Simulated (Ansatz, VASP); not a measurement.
**Ta in VASP and in Ansatz**

Contents of INCAR:

```
PREC     = Accurate       # precision mode
ENCUT    = 520            # plane-wave cutoff, eV
EDIFF    = 1E-7           # SCF threshold, eV
ISMEAR   = 0              # smearing method
SIGMA    = 0.15           # smearing width, eV
LREAL    = F              # projectors in reciprocal space
LASPH    = T              # aspherical terms in the spheres
NELM     = 60             # most SCF steps
ALGO     = Fast           # electronic algorithm
ISIF     = 2              # what is computed and relaxed
LWAVE    = F              # write WAVECAR
LCHARG   = F              # write CHGCAR
GGA      = PS             # functional
NBANDS   = 18             # bands
```

The input KPOINTS:

```
Automatic mesh
0
Gamma
  18 18 10
```

Contents of POSCAR:

```
Ta
1.0
    2.9293757933      0.0000000000      0.0000000000
   -1.4646878967      2.4866779363      0.0000000000
    0.0000000000      0.0000000000      5.1662740000
Ta
2
Direct
    0.6666666667      0.3333333333      0.7500000000
    0.3333333333      0.6666666667      0.2500000000
```

Input for Ansatz:

```yaml
crystal:
  lattice:
    - [2.9293757933, 0.0, 0.0]
    - [-1.4646878967, 2.4866779363, 0.0]
    - [0.0, 0.0, 5.166274]
  atoms:
    - { symbol: Ta, position: [0.6666666667, 0.3333333333, 0.75] }
    - { symbol: Ta, position: [0.3333333333, 0.6666666667, 0.25] }
basis:
  ecutwfc: 420
kpoints:
  mp_grid: { grid: [18, 18, 10] }
hamiltonian:
  xc: pbesol
scf:
  occupations: { method: gaussian, width: 0.15 }
output:
  forces: true
  stress: true
  eigenvalues: true
```

Change from the starting cell: strain +0.0100 x Voigt [1, -1, 0, 0, 0, 0], atoms carried along.

Alike in both runs: task single point; functional PBEsol; k mesh 18 × 18 × 10; occupations gaussian, width 0.15 eV; no spin polarisation.

|  | VASP | Ansatz |
| --- | --- | --- |
| version | VASP 6.6.1 | Ansatz 0.2.0 |
| potentials or method | VASP PAW PBE potentials, release 64 (Ta_pv), cutoff 520 eV | scalar-relativistic, plane waves, PAW |
| valence electrons in the cell | 22 | 26 |

|  | VASP | Ansatz | Ansatz less VASP |
| --- | --- | --- | --- |
| gap on the k mesh at the Fermi level (eV) | none | none | - |
| pressure (GPa) | -7.0 | -7.1 | -0.08 |
| traceless stress, the component that is largest in VASP (GPa) | 0.69 | 0.69 | -0.001 |
| rms of the force components (eV/Å) | 0.051 | 0.052 | +0.0003 |

VASP's potentials were made for PBE, not for PBEsol. Atom by atom the forces differ by 0.000 eV/Å (rms over components). A gap of «none» marks a metal or a gap that the smearing closes. VASP's potentials hold 22 valence electrons a cell and Ansatz's 26, so a difference there can come from the potentials and not from the codes.

Spin-orbit coupling is off throughout.
